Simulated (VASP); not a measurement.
A run of VASP 6.6.1:

File INCAR:

```
PREC     = Accurate       # precision mode
ENCUT    = 520            # plane-wave cutoff, eV
EDIFF    = 1E-6           # SCF threshold, eV
ISMEAR   = -1             # smearing method
SIGMA    = 0.03           # smearing width, eV
LREAL    = F              # projectors in reciprocal space
LASPH    = T              # aspherical terms in the spheres
NELM     = 80             # most SCF steps
ALGO     = Normal         # electronic algorithm
ISIF     = 2              # what is computed and relaxed
LWAVE    = F              # write WAVECAR
LCHARG   = F              # write CHGCAR
GGA      = PS             # functional
NBANDS   = 14             # bands
```

Contents of KPOINTS:

```
Automatic mesh
0
Gamma
  8 8 8
```

The input POSCAR:

```
NaF
1.0
    0.0000000000      2.5442194103      2.5442194103
    2.5442194103      0.0000000000      2.5442194103
    2.5442194103      2.5442194103      0.0000000000
Na F
1 1
Direct
    0.0000000000      0.0000000000      0.0000000000
    0.2500000000      0.2500000000      0.2500000000
```

Potentials or basis: VASP PAW PBE potentials, release 64 (Na_pv, F).

The run is started by

```sh
$ cat potpaw_PBE.64/Na_pv/POTCAR potpaw_PBE.64/F/POTCAR > POTCAR
$ mpirun -np 1 vasp_std > vasp.out
```

Hardware: 1 thread of AMD EPYC 7R13, on a shared host.

Task: Estimate the wall time of this run.

Result: Run time: 21 s on 1 thread of AMD EPYC 7R13 (shared host), peak memory 0.12 GiB. Counts: scf iterations 13, k points 29.
